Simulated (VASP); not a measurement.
# Mg (P6_3/mmc) in VASP: notebook

Mg is run at these levels: BLYP; tasks: single point, relaxation of cell and atoms.

Program: VASP 6.6.1. These are calculated values, not measurements. Logs are shortened: lines on timing, memory, paths and dates and some standing lists are left out, and cuts for length are marked.

### 1 The cell of the first run

It takes space group P6_3/mmc (No. 194, hexagonal). Conventional cell: a = 3.219 Å, b = 3.219 Å, c = 10.485 Å, α = 90.00°, β = 90.00°, γ = 120.00°. Mg (site symmetry -3m) has 12 Mg at 3.21 to 3.22 Å within 4.2 Å. Within 4.2 Å of Mg (site symmetry -6m2) lie 12 Mg at 3.21 to 3.22 Å.

### 2 Single point, BLYP (23.53 Å³/atom)

File INCAR:

```
SYSTEM = Mg
AGGAC = 1.0
AGGAX = 1.0
ALDAC = 0.0
ALDAX = 1.0
ALGO = Normal
EDIFF = 1E-6
ENCUT = 520
GGA = B5
ISIF = 2
ISMEAR = -1
LASPH = .TRUE.
LCHARG = .FALSE.
LREAL = .FALSE.
LWAVE = .FALSE.
NBANDS = 12
NELM = 60
PREC = Accurate
SIGMA = 0.1
```

File KPOINTS:

```
k-points
0
G
  13 13 4
  0 0 0
```

File POSCAR:

```
Mg
1.0
    3.2193196963      0.0000000000      0.0000000000
   -1.6096598481      2.7880126399      0.0000000000
    0.0000000000      0.0000000000     10.4845331084
Mg
4
Direct
    1.0000000000      1.0000000000      0.0000000000
    1.0000000000      1.0000000000      0.5000000000
    0.3333333333      0.6666666667      0.2500000000
    0.6666666667      0.3333333333      0.7500000000
```

Potentials or basis: VASP PAW PBE potentials, release 64 (Mg).

On the command line:

```console
> cat potpaw_PBE.64/Mg/POTCAR > POTCAR
> mpirun -np 1 vasp_std > vasp.out
```

OUTCAR:

```text
SYSTEM = Mg
   EDIFF = 1E-6
   ENCUT = 520
   GGA = B5
   ISIF = 2
   ISMEAR = -1
   LASPH = .TRUE.
   LREAL = .FALSE.
   NELM = 60
   PREC = Accurate

 ion  position               nearest neighbor table
   1  0.000  0.000  0.000-   3 3.21   4 3.21   3 3.21   4 3.21   4 3.21   3 3.21
   2  0.000  0.000  0.500-   3 3.21   4 3.21   3 3.21   4 3.21   4 3.21   3 3.21
   3  0.333  0.667  0.250-   1 3.21   2 3.21   1 3.21   2 3.21   1 3.21   2 3.21
   4  0.667  0.333  0.750-   1 3.21   2 3.21   1 3.21   2 3.21   1 3.21   2 3.21

  LATTYP: Found a hexagonal cell.
 ALAT       =     3.2193196963
 C/A-ratio  =     3.2567542517

  Lattice vectors:

 A1 = (   3.2193196963,   0.0000000000,   0.0000000000)
 A2 = (  -1.6096598481,   2.7880126399,   0.0000000000)
 A3 = (   0.0000000000,   0.0000000000,  10.4845331084)

Analysis of symmetry for initial positions (statically):
=====================================================================
 Subroutine PRICEL returns:
 Original cell was already a primitive cell.

 Routine SETGRP: Setting up the symmetry group for a
 hexagonal supercell.

 Subroutine GETGRP returns: Found 24 space group operations
 (whereof 12 operations were pure point group operations)
 out of a pool of 24 trial point group operations.

The static configuration has the point symmetry D_3d.
 The point group associated with its full space group is D_6h.

Analysis of symmetry for dynamics (positions and initial velocities):
=====================================================================
 Subroutine PRICEL returns:
 Original cell was already a primitive cell.

 Routine SETGRP: Setting up the symmetry group for a
 hexagonal supercell.

 Subroutine GETGRP returns: Found 24 space group operations
 (whereof 12 operations were pure point group operations)
 out of a pool of 24 trial point group operations.

The dynamic configuration has the point symmetry D_3d.
 The point group associated with its full space group is D_6h.

 Subroutine INISYM returns: Found 24 space group operations
 (whereof 12 operations are pure point group operations),
 and found     1 'primitive' translations

----------------------------------------------------------------------------------------

                                     Primitive cell

  volume of cell :      94.1040

  direct lattice vectors                    reciprocal lattice vectors
     3.219319696  0.000000000  0.000000000     0.310624633  0.179339216  0.000000000
    -1.609659848  2.788012640  0.000000000     0.000000000  0.358678431  0.000000000
     0.000000000  0.000000000 10.484533108     0.000000000  0.000000000  0.095378591

  length of vectors
     3.219319696  3.219319696 10.484533108     0.358678431  0.358678431  0.095378591

  position of ions in fractional coordinates (direct lattice)
     0.000000000  0.000000000  0.000000000
     0.000000000  0.000000000  0.500000000
     0.333333333  0.666666667  0.250000000
     0.666666667  0.333333333  0.750000000

  ion indices of the primitive-cell ions
   primitive index   ion index
                 1           1
                 2           2
                 3           3
                 4           4

----------------------------------------------------------------------------------------

 KPOINTS: k-points

Automatic generation of k-mesh.
 Grid dimensions read from file:
 generate k-points for:   13   13    4

 Generating k-lattice:

  Cartesian coordinates                     Fractional coordinates (reciprocal lattice)
     0.023894203  0.013795324  0.000000000     0.076923077 -0.000000000  0.000000000
     0.000000000  0.027590649  0.000000000     0.000000000  0.076923077  0.000000000
     0.000000000  0.000000000  0.023844648     0.000000000  0.000000000  0.250000000

  Length of vectors
     0.027590649  0.027590649  0.023844648

  Shift w.r.t. Gamma in fractional coordinates (k-lattice)
     0.000000000  0.000000000  0.000000000

 Subroutine IBZKPT returns following result:
 ===========================================

 Found     63 irreducible k-points:

 Following reciprocal coordinates:
            Coordinates               Weight
  0.000000  0.000000  0.000000      1.000000
  0.076923  0.000000  0.000000      6.000000
  0.153846  0.000000  0.000000      6.000000
  0.230769 -0.000000  0.000000      6.000000
  0.307692  0.000000  0.000000      6.000000
  0.384615 -0.000000  0.000000      6.000000
[... 16 lines left out ...]
  0.076923  0.000000  0.250000     12.000000
  0.153846  0.000000  0.250000     12.000000
 [... further k-points ...]
   k-points           NKPTS =     63   k-points in BZ     NKDIM =     63   number of bands    NBANDS=     12
   number of dos      NEDOS =    301   number of ions     NIONS =      4
   total plane-waves  NPLWV =  46080
   dimension x,y,z NGX =    24 NGY =   24 NGZ =   80
   dimension x,y,z NGXF=    48 NGYF=   48 NGZF=  160
   ions per type =               4
   NGX,Y,Z   is equivalent  to a cutoff of  12.39, 12.39, 12.69 a.u.
   NGXF,Y,Z  is equivalent  to a cutoff of  24.79, 24.79, 25.37 a.u.
 SYSTEM =  Mg
   PREC   = accura    normal or accurate (medium, high low for compatibility)
   ISTART =      0    job   : 0-new  1-cont  2-samecut
   ICHARG =      2    charge: 1-file 2-atom 10-const
   ISPIN  =      1    spin polarized calculation?
   LNONCOLLINEAR =      F non collinear calculations
   LSORBIT =      F    spin-orbit coupling
   LASPH  =      T    aspherical Exc in radial PAW
   ENCUT  =  520.0 eV  38.22 Ry    6.18 a.u.   5.99  5.99 19.49*2*pi/ulx,y,z
   NELM   =     60;   NELMIN=  2; NELMDL= -5     # of ELM steps
   EDIFF  = 0.1E-05   stopping-criterion for ELM
   LREAL  =      F    real-space projection
[... 7 lines left out ...]
   TEBEG  =    0.0;   TEEND  =   0.0 temperature during run
   PSTRESS=    0.0 pullay stress
   NELECT =       8.0000    total number of electrons
   NUPDOWN=      -1.0000    fix difference up-down
   EMIN   =  10.00;   EMAX   =-10.00  energy-range for DOS
   EFERMI =   0.00;   METHOD = LEGACY
   ISMEAR =    -1;   SIGMA  =   0.10  broadening in eV -4-tet -1-fermi 0-gaus
   EFERMI_NEDOS =   21; number of points for ismear=-14 and -15
   IALGO  =     38    algorithm
   IMIX   =      4    mixing-type and parameters
     AMIX     =   0.40;   BMIX     =  1.00
     AMIX_MAG =   1.60;   BMIX_MAG =  1.00
  volume/ion in A,a.u.               =      23.53       158.76
  Fermi-wavevector in a.u.,A,eV,Ry     =   0.719839  1.360299  7.050111  0.518169
  Thomas-Fermi vector in A             =   1.809138
   LORBIT       =      0    0 simple, 1 ext, 2 COOP (PROOUT), +10 PAW based schemes
   GGA     = B5    functional components
   LHFCALC =     F    Hartree Fock is set to
   AEXX    =    0.0000 exact exchange contribution
   IVDW    =     0    specifies the selected vdW correction
   LEPSILON=     F    determine dielectric tensor
   LRPA    =     F    only Hartree local field effects (RPA)
 non-spin polarized calculation
  energy-cutoff  :      520.00
  volume of cell :       94.10
 maximum number of plane-waves:      2566
 NGX is ok and might be reduce to    24
   NGX = 11   NGY = 11   NGZ = 39

 number of electron       8.0000000 magnetization

 Free energy of the ion-electron system (eV)
  ---------------------------------------------------
  ext. energy  EPLUGINS =         0.00000000
  ---------------------------------------------------
  free energy    TOTEN  =        -2.98312478 eV

  energy without entropy =       -2.91485074  energy(sigma->0) =       -2.94898776

 E-fermi :   2.9937     XC(G=0):  -7.9723

 val. band max:        2.9930398752   @ k =   0.3077   0.3077   0.2500
 cond. band min:       3.0063558198   @ k =   0.4615   0.0769   0.2500
 fundamental gap:      0.0133159446
 Fermi energy:         2.9936840747

 k-point     1 :       0.0000    0.0000    0.0000
  band No.  band energies     occupation
      1      -3.8686      2.00000
      2      -2.5069      2.00000
      3      -2.5032      2.00000
      4       1.3660      2.00000
      5       1.6061      2.00000
      6       7.8402      0.00000
      7       7.8480      0.00000
      8      13.7369      0.00000
      9      13.7369      0.00000
     10      13.7623      0.00000
     11      13.7623      0.00000
     12      14.5238      0.00000

 k-point     2 :       0.0769    0.0000    0.0000
  band No.  band energies     occupation
      1      -3.7538      2.00000
      2      -2.3937      2.00000
      3      -2.3899      2.00000
      4       1.4706      2.00000
      5       1.7187      1.99999
      6       7.9284      0.00000
      7       7.9414      0.00000
      8      11.7268      0.00000
      9      12.5908      0.00000
     10      12.7734      0.00000
     11      12.8452      0.00000
     12      13.5769      0.00000

 k-point     3 :       0.1538    0.0000    0.0000
  band No.  band energies     occupation
      1      -3.4103      2.00000
      2      -2.0548      2.00000
      3      -2.0509      2.00000
      4       1.7846      1.99999
      5       2.0538      1.99983
      6       8.1289      0.00000
      7       8.1988      0.00000
      8       9.5148      0.00000
      9      10.5365      0.00000
     10      10.6362      0.00000
     11      11.6246      0.00000
     12      12.5057      0.00000

 k-point     4 :       0.2308   -0.0000    0.0000
  band No.  band energies     occupation
      1      -2.8403      2.00000
      2      -1.4928      2.00000
      3      -1.4884      2.00000
      4       2.3076      1.99791
      5       2.5999      1.96177
      6       7.0880      0.00000
      7       8.0850      0.00000
      8       8.3444      0.00000
      9       8.9114      0.00000
     10       9.0912      0.00000
     11      10.8535      0.00000
     12      11.3186      0.00000

 k-point     5 :       0.3077    0.0000    0.0000
  band No.  band energies     occupation
      1      -2.0479      2.00000
      2      -0.7118      2.00000
      3      -0.7067      2.00000
      4       3.0378      0.78305
      5       3.3042      0.08579
      6       5.1926      0.00000
      7       6.3370      0.00000
      8       6.4062      0.00000
      9       9.4302      0.00000
     10       9.5146      0.00000
     11       9.8943      0.00000
     12       9.9409      0.00000
[... 228 lines left out ...]
      1       1.4900      2.00000
      2       2.6885      1.90969
      3       2.7350      1.86000
      4       2.8464      1.62695
      5       2.9210      1.34805
      6       3.9050      0.00022
      7       4.0517      0.00005
      8       4.4595      0.00000
      9       4.6390      0.00000
     10       6.4347      0.00000
     11       7.2227      0.00000
     12       7.7173      0.00000

 k-point    22 :       0.0000    0.0000    0.2500
  band No.  band energies     occupation
      1      -3.7828      2.00000
      2      -3.0993      2.00000
      3      -1.7461      2.00000
      4       0.2492      2.00000
      5       2.8715      1.54472
      6       6.0530      0.00000
      7       9.7518      0.00000
      8      13.7056      0.00000
      9      13.7998      0.00000
     10      13.7998      0.00000
     11      13.8290      0.00000
     12      13.8290      0.00000

 k-point    23 :       0.0769    0.0000    0.2500
  band No.  band energies     occupation
      1      -3.6682      2.00000
      2      -2.9854      2.00000
      3      -1.6337      2.00000
      4       0.3590      2.00000
      5       2.9785      1.07583
      6       6.1523      0.00000
      7       9.8201      0.00000
      8      11.8020      0.00000
      9      12.3246      0.00000
     10      12.6613      0.00000
     11      13.2233      0.00000
     12      13.3455      0.00000

 k-point    24 :       0.1538    0.0000    0.2500
  band No.  band energies     occupation
      1      -3.3249      2.00000
      2      -2.6444      2.00000
      3      -1.2974      2.00000
      4       0.6875      2.00000
      5       3.2971      0.09182
      6       6.4394      0.00000
      7       9.3611      0.00000
      8       9.9747      0.00000
      9      10.2968      0.00000
     10      11.2329      0.00000
     11      11.6963      0.00000
     12      12.2699      0.00000

 [... further k-points ...]

------------------------ aborting loop because EDIFF is reached ----------------------------------------

  FORCE on cell =-STRESS in cart. coord.  units (eV):
  Direction    XX          YY          ZZ          XY          YZ          ZX
  --------------------------------------------------------------------------------------
  -------------------------------------------------------------------------------------
  Total        0.0266062      0.0266062      0.0791949      0.0000000     -0.0000000     -0.0000000
  in kB        0.4529870      0.4529870      1.3483409      0.0000000     -0.0000000     -0.0000000
  external PRESSURE =       0.7514383 kB  Pullay stress =       0.0000000 kB

 VOLUME and BASIS-vectors are now :
 -----------------------------------------------------------------------------
  energy-cutoff  :      520.00
  volume of cell :       94.10
      direct lattice vectors                 reciprocal lattice vectors
     3.219319696  0.000000000  0.000000000     0.310624633  0.179339216  0.000000000
    -1.609659848  2.788012640  0.000000000     0.000000000  0.358678431  0.000000000
     0.000000000  0.000000000 10.484533108     0.000000000  0.000000000  0.095378591

 POSITION                                       TOTAL-FORCE (eV/Angst)
 -----------------------------------------------------------------------------------
      0.00000      0.00000      0.00000        -0.000000      0.000000      0.000000
      0.00000      0.00000      5.24227        -0.000000      0.000000      0.000000
     -0.00000      1.85868      2.62113        -0.000000     -0.000000      0.000000
      1.60966      0.92934      7.86340         0.000000      0.000000     -0.000000
 -----------------------------------------------------------------------------------
    total drift:                                0.000000      0.000000      0.000000

  FREE ENERGIE OF THE ION-ELECTRON SYSTEM (eV)
  ---------------------------------------------------
  free  energy   TOTEN  =        -2.9831247771 eV

  energy  without entropy=       -2.9148507361  energy(sigma->0) =       -2.94898776
```

It took 33 s on 1 thread of AMD EPYC 9R45 (Zen 5), shared host; peak memory 0.2 GiB.

What came out:

```yaml
Free_energy: -2.9831 eV
Pressure: 0.1 GPa
Band_gap_on_the_k_mesh: zero (bands 4 and 5 overlap by 2.51 eV)
```

Levels at points of the mesh, in eV from the Fermi level:
| k point | band 1 | band 2 | band 3 | band 4 | band 5 | band 6 | band 7 | band 8 | band 9 |
| --- | --- | --- | --- | --- | --- | --- | --- | --- | --- |
| (0.00, 0.00, 0.00) | -6.86 | -5.50 | -5.50 | -1.63 | -1.39 | 4.85 | 4.85 | 10.74 | 10.74 |
| (0.00, 0.00, 0.50) | -6.52 | -6.52 | -3.82 | -3.82 | 1.40 | 1.40 | 8.75 | 8.75 | 10.97 |

Caveat: the PAW data sets were made with another functional, which shifts forces and pressure a little.

(Part 1 of 3 ends here.)
